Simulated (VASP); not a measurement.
A run of VASP 6.6.1 is set up as follows.

File INCAR:

```
SYSTEM = Zn
PREC = Accurate ; ENCUT = 500
EDIFF = 1E-6 ; ISMEAR = 0
SIGMA = 0.1 ; LREAL = .False.
LASPH = .True. ; NELM = 200
ALGO = Normal ; ISIF = 2
LWAVE = .False. ; LCHARG = .False.
MAGMOM = 0 0 0 0 0 0 0 0 0 ; LORBIT = 11
LSORBIT = .True. ; GGA_COMPAT = .False.
LORBMOM = .True. ; GGA = PE
NBANDS = 49
```

KPOINTS

```
regular mesh
0
Gamma
  6 6 2
  0 0 0
```

File POSCAR:

```
Zn
1.0
    2.2681701736     -1.3084870100      0.0000000000
    2.2681701736      1.3084870100      0.0000000000
   -1.5917165425      0.0000000000      7.3004081919
Zn
3
Direct
    0.0000000000      0.0000000000      0.0000000000
    0.2219821400      0.2219821400      0.6654950200
    0.7780178600      0.7780178600      0.3345049800
```

Potentials or basis: VASP PAW PBE potentials, release 64 (Zn).

Run with:

```console
$ cat potpaw_PBE.64/Zn/POTCAR > POTCAR
$ mpirun -np 1 vasp_ncl > vasp.out
```

**Question.** Predict the largest force.

**Answer.** 0.027 eV/Å.

**Question.** Estimate the net moment.

**Answer.** 0.00 μB per cell.

Moments on the atoms (μB; x, y, z):
```
Zn  0.00 0.00 0.00
Zn  0.00 0.00 0.00
Zn  0.00 0.00 0.00
```

Caveat: the k points lie up to 0.46 Å⁻¹ apart.
